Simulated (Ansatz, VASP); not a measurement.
# H3C in VASP and in Ansatz

The input INCAR:

```
SYSTEM = H3C
  ALGO = Normal
  DIPOL = 0.5 0.5 0.677
  EDIFF = 1E-7
  ENCUT = 520
  GGA = PE
  IDIPOL = 3
  ISIF = 2
  ISMEAR = 0
  LASPH = .True.
  LCHARG = .False.
  LDIPOL = .True.
  LREAL = .False.
  LWAVE = .False.
  NBANDS = 17
  NELM = 80
  PREC = Accurate
  SIGMA = 0.05
```

Contents of KPOINTS:

```
k-points
0
Gamma
  2 2 1
  0 0 0
```

File POSCAR:

```
H3C
1.0
    8.1060462640      0.0000000000      0.0000000000
   -4.0530231320      7.0200419889      0.0000000000
    0.0000000000      0.0000000000     24.4085994121
C H
2 6
Direct
    0.1205812261      0.0812837042      0.7084973382
    0.1350391039      0.0849092774      0.6460792969
    0.0136082988     -0.0601654121      0.7234819436
    0.0796268734      0.1835614836      0.7234550306
    0.2568462835      0.1173969578      0.7278789360
    0.1760632052     -0.0173505548      0.6311168821
    0.2416728867      0.2264781287      0.6310411702
   -0.0014922629      0.0484562350      0.6268001863
```

Input for Ansatz:

```yaml
crystal:
  lattice:
    - [8.106046264, 0.0, 0.0]
    - [-4.053023132, 7.0200419889, 0.0]
    - [0.0, 0.0, 24.4085994121]
  atoms:
    - { symbol: C, position: [0.1205812261, 0.0812837042, 0.7084973382] }
    - { symbol: C, position: [0.1350391039, 0.0849092774, 0.6460792969] }
    - { symbol: H, position: [0.0136082988, -0.0601654121, 0.7234819436] }
    - { symbol: H, position: [0.0796268734, 0.1835614836, 0.7234550306] }
    - { symbol: H, position: [0.2568462835, 0.1173969578, 0.727878936] }
    - { symbol: H, position: [0.1760632052, -0.0173505548, 0.6311168821] }
    - { symbol: H, position: [0.2416728867, 0.2264781287, 0.6310411702] }
    - { symbol: H, position: [-0.0014922629, 0.048456235, 0.6268001863] }
basis:
  ecutwfc: 420
kpoints:
  mp_grid: { grid: [2, 2, 1] }
hamiltonian:
  xc: pbe
scf:
  occupations: { method: gaussian, width: 0.05 }
output:
  forces: true
  eigenvalues: true
  write_density: true
  volumetric_format: npy
efield:
  axis: 3
  dipole_correction: true
  ramp_width: 0.04
```

Alike in both runs: task single point; functional PBE; k mesh 2 × 2 × 1; occupations gaussian, width 0.05 eV; no spin polarisation.

|  | VASP | Ansatz |
| --- | --- | --- |
| version | VASP 6.6.1 | Ansatz 0.2.0 |
| potentials or method | VASP PAW PBE potentials, release 64 (C, H), cutoff 520 eV | scalar-relativistic, plane waves, PAW |
| valence electrons in the cell | 14 | 14 |

|  | VASP | Ansatz | Ansatz less VASP |
| --- | --- | --- | --- |
| gap on the k mesh at the Fermi level (eV) | 7.19 | 7.19 | 0.000 |
| rms of the force components (eV/Å) | 0.016 | 0.005 | -0.0108 |

Atom by atom the forces differ by 0.012 eV/Å (rms over components).

The k mesh is coarse, so the values compare programs but aren't converged.
